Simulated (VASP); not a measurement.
# Rb (Fmmm) in VASP: notebook

The runs below take Rb through single point, with PBE.

All numbers are computed with VASP 6.6.1; they aren't measurements. Logs are shortened: lines on timing, memory, paths and dates and some standing lists are left out, and cuts for length are marked.

## Step 1: The cell of the first run

The structure is orthorhombic, space group Fmmm (No. 69). Conventional cell: a = 5.612 Å, b = 7.341 Å, c = 8.532 Å, α = 90.00°, β = 90.00°, γ = 90.00°.

## Step 2: Single point, PBE (strain -0.1500 x Voigt [0, 0, 0, 1, 0, 0])

Input file INCAR:

```
SYSTEM = Rb
PREC = Accurate ; ENCUT = 520
EDIFF = 1E-7 ; ISMEAR = 0
SIGMA = 0.15 ; LREAL = .False.
LASPH = .True. ; NELM = 100
ALGO = Fast ; ISIF = 2
LWAVE = .False. ; LCHARG = .False.
GGA = PE ; NBANDS = 10
```

Input file KPOINTS:

```
Automatic mesh
0
Gamma
  12 12 12
  0 0 0
```

Input file POSCAR:

```
Rb
1.0
   -2.8060000000      2.5955500000      2.5955500000
    2.8060000000     -3.0164500000      3.0164500000
    2.8060000000      3.0164500000     -3.0164500000
Rb
1
Direct
    0.0000000000      0.0000000000      0.0000000000
```

Potentials or basis: VASP PAW PBE potentials, release 64 (Rb_sv).

Command:

```sh
> cat potpaw_PBE.64/Rb_sv/POTCAR > POTCAR
> mpirun -np 1 vasp_std > vasp.out
```

OUTCAR:

```text
SYSTEM = Rb
   PREC = Accurate
   ENCUT = 520
   EDIFF = 1E-7
   ISMEAR = 0
   LREAL = .False.
   LASPH = .True.
   NELM = 100
   ISIF = 2
   GGA = PE

 ion  position               nearest neighbor table
   1  0.000  0.000  0.000-

  LATTYP: Found a face centered orthorhombic cell.
 ALAT       =     5.6120000000
 B/A-ratio  =     1.3081475452
 C/A-ratio  =     1.5202795796

  Lattice vectors:

 A1 = (   0.0000000000,  -0.4209000000,   5.6120000000)
 A2 = (   2.8060000000,  -3.0164500000,   3.0164500000)
 A3 = (   2.8060000000,   2.5955500000,   2.5955500000)

Analysis of symmetry for initial positions (statically):
=====================================================================
 Subroutine PRICEL returns:
 Original cell was already a primitive cell.

 Routine SETGRP: Setting up the symmetry group for a
 face centered orthorhombic supercell.

 Subroutine GETGRP returns: Found  8 space group operations
 (whereof  8 operations were pure point group operations)
 out of a pool of  8 trial point group operations.

The static configuration has the point symmetry D_2h.

Analysis of symmetry for dynamics (positions and initial velocities):
=====================================================================
 Subroutine PRICEL returns:
 Original cell was already a primitive cell.

 Routine SETGRP: Setting up the symmetry group for a
 face centered orthorhombic supercell.

 Subroutine GETGRP returns: Found  8 space group operations
 (whereof  8 operations were pure point group operations)
 out of a pool of  8 trial point group operations.

The dynamic configuration has the point symmetry D_2h.

 Subroutine INISYM returns: Found  8 space group operations
 (whereof  8 operations are pure point group operations),
 and found     1 'primitive' translations

----------------------------------------------------------------------------------------

                                     Primitive cell

  volume of cell :      87.8766

  direct lattice vectors                    reciprocal lattice vectors
    -2.806000000  2.595550000  2.595550000     0.000000000  0.192637399  0.192637399
     2.806000000 -3.016450000  3.016450000     0.178189594  0.013439819  0.179197580
     2.806000000  3.016450000 -3.016450000     0.178189594  0.179197580  0.013439819

  length of vectors
     4.620324188  5.106033412  5.106033412     0.272430422  0.253069028  0.253069028

  position of ions in fractional coordinates (direct lattice)
     0.000000000  0.000000000  0.000000000

  ion indices of the primitive-cell ions
[... 80 lines left out ...]
   ISIF   =      2    stress and relaxation
   ISYM   =      2    0-nonsym 1-usesym 2-fastsym
   POTIM  = 0.5000    time-step for ionic-motion
   TEBEG  =    0.0;   TEEND  =   0.0 temperature during run
   PSTRESS=    0.0 pullay stress
   NELECT =       9.0000    total number of electrons
   NUPDOWN=      -1.0000    fix difference up-down
   EMIN   =  10.00;   EMAX   =-10.00  energy-range for DOS
   EFERMI =   0.00;   METHOD = LEGACY
   ISMEAR =     0;   SIGMA  =   0.15  broadening in eV -4-tet -1-fermi 0-gaus
   EFERMI_NEDOS =   21; number of points for ismear=-14 and -15
   IALGO  =     68    algorithm
   IMIX   =      4    mixing-type and parameters
     AMIX     =   0.40;   BMIX     =  1.00
     AMIX_MAG =   1.60;   BMIX_MAG =  1.00
  volume/ion in A,a.u.               =      87.88       593.02
  Fermi-wavevector in a.u.,A,eV,Ry     =   0.765946  1.447427  7.982167  0.586673
  Thomas-Fermi vector in A             =   1.866177
   LORBIT       =      0    0 simple, 1 ext, 2 COOP (PROOUT), +10 PAW based schemes
   GGA     = PE    functional components
   LHFCALC =     F    Hartree Fock is set to
   AEXX    =    0.0000 exact exchange contribution
   IVDW    =     0    specifies the selected vdW correction
   LEPSILON=     F    determine dielectric tensor
   LRPA    =     F    only Hartree local field effects (RPA)
 non-spin polarized calculation
 RMM-DIIS sequential band-by-band and
 Gauss-broadening in eV      SIGMA  =   0.15
  energy-cutoff  :      520.00
  volume of cell :       87.88
 maximum number of plane-waves:      2390
   NGX = 17   NGY = 19   NGZ = 19

 number of electron       9.0000000 magnetization

 Free energy of the ion-electron system (eV)
  ---------------------------------------------------
  ext. energy  EPLUGINS =         0.00000000
  ---------------------------------------------------
  free energy    TOTEN  =        -0.92717884 eV

  energy without entropy =       -0.91715325  energy(sigma->0) =       -0.92216605

 E-fermi :   0.1013     XC(G=0):  -5.5496

 val. band max:        0.0905475615   @ k =  -0.4167   0.3333   0.2500
 cond. band min:       0.1187761543   @ k =   0.1667   0.2500   0.0833
 fundamental gap:      0.0282285929
 Fermi energy:         0.1013273330

 k-point     1 :       0.0000    0.0000    0.0000
  band No.  band energies     occupation
      1     -28.8112      2.00000
      2     -12.8560      2.00000
      3     -12.8442      2.00000
      4     -12.8380      2.00000
      5      -1.9239      2.00000
      6       3.4680      0.00000
      7       3.4720      0.00000
      8       4.1560      0.00000
      9       4.8026      0.00000
     10       5.1450      0.00000
[... 287 lines left out ...]
 k-point    24 :       0.2500    0.2500   -0.0000
  band No.  band energies     occupation
      1     -28.8037      2.00000
      2     -12.9655      2.00000
      3     -12.8930      2.00000
      4     -12.8610      2.00000
      5       0.2730      0.10560
      6       1.6869      0.00000
      7       2.2880      0.00000
      8       4.2009      0.00000
      9       4.3130      0.00000
     10       5.2310      0.00000

 [... further k-points ...]

------------------------ aborting loop because EDIFF is reached ----------------------------------------

  FORCE on cell =-STRESS in cart. coord.  units (eV):
  Direction    XX          YY          ZZ          XY          YZ          ZX
  --------------------------------------------------------------------------------------
  -------------------------------------------------------------------------------------
  Total        0.0988662      0.0582186      0.0582186      0.0000000      0.1672569     -0.0000000
  in kB        1.8025413      1.0614490      1.0614490      0.0000000      3.0494495     -0.0000000
  external PRESSURE =       1.3084798 kB  Pullay stress =       0.0000000 kB

 VOLUME and BASIS-vectors are now :
 -----------------------------------------------------------------------------
  energy-cutoff  :      520.00
  volume of cell :       87.88
      direct lattice vectors                 reciprocal lattice vectors
    -2.806000000  2.595550000  2.595550000     0.000000000  0.192637399  0.192637399
     2.806000000 -3.016450000  3.016450000     0.178189594  0.013439819  0.179197580
     2.806000000  3.016450000 -3.016450000     0.178189594  0.179197580  0.013439819

 POSITION                                       TOTAL-FORCE (eV/Angst)
 -----------------------------------------------------------------------------------
      0.00000      0.00000      0.00000         0.000000      0.000000      0.000000
 -----------------------------------------------------------------------------------
    total drift:                               -0.000000     -0.000000      0.000000

  FREE ENERGIE OF THE ION-ELECTRON SYSTEM (eV)
  ---------------------------------------------------
  free  energy   TOTEN  =        -0.9271788411 eV

  energy  without entropy=       -0.9171532532  energy(sigma->0) =       -0.92216605
```

stdout:

```text
POSCAR found type information on POSCAR Rb
 POSCAR found :  1 types and       1 ions
 scaLAPACK will be used
 LDA part: xc-table for (Slater+PW92), standard interpolation
 POSCAR, INCAR and KPOINTS ok, starting setup
 FFT: planning ... GRIDC
 FFT: planning ... GRID_SOFT
 FFT: planning ... GRID
 WAVECAR not read
 entering main loop
WARNING in EDDRMM: call to ZHEGV failed, returncode =   8  4      5
WARNING in EDDRMM: call to ZHEGV failed, returncode =   6  3      9
WARNING in EDDRMM: call to ZHEGV failed, returncode =   8  4      6
WARNING in EDDRMM: call to ZHEGV failed, returncode =   6  3      5
WARNING in EDDRMM: call to ZHEGV failed, returncode =   8  4      5
WARNING in EDDRMM: call to ZHEGV failed, returncode =   6  3      5
WARNING in EDDRMM: call to ZHEGV failed, returncode =   8  4      9
WARNING in EDDRMM: call to ZHEGV failed, returncode =   6  3      5
WARNING in EDDRMM: call to ZHEGV failed, returncode =   8  4      7
WARNING in EDDRMM: call to ZHEGV failed, returncode =   8  4      5
WARNING in EDDRMM: call to ZHEGV failed, returncode =   8  4      6
WARNING in EDDRMM: call to ZHEGV failed, returncode =   6  3      6
```

Run time: 6 min. Hardware: 1 thread of Oxide Virtual Turin-like, shared host; peak memory 0.36 GiB.

What came out:

| Quantity | Value |
| --- | --- |
| Free energy | -0.9272 eV |
| Pressure | 0.1 GPa |
| Band gap on the k mesh | zero (an odd number of electrons rules out a gap without spin polarisation) |

Levels at points of the mesh, in eV from the Fermi level:
```csv
k point,band 1,band 2,band 3,band 4,band 5,band 6,band 7,band 8
"(0.00, 0.00, 0.00)",-28.91,-12.96,-12.95,-12.94,-2.03,3.37,3.37,4.05
"(0.50, 0.00, 0.00)",-28.90,-13.09,-13.01,-12.95,0.48,1.21,2.54,3.93
"(0.00, 0.50, 0.00)",-28.91,-13.07,-12.98,-12.94,0.24,0.81,2.51,4.39
"(0.00, 0.50, 0.50)",-28.91,-13.03,-12.96,-12.94,-0.06,0.47,2.59,4.76
"(0.50, 0.50, 0.50)",-28.90,-13.07,-13.04,-12.99,1.19,1.29,3.32,3.34
```

Caveat: the cell differs from its parent crystal (strain -0.1500 x Voigt [0, 0, 0, 1, 0, 0]).

(Continued in part 2 of 2.)

The gap in the log of VASP goes by the Fermi energy; the results here count the filled bands.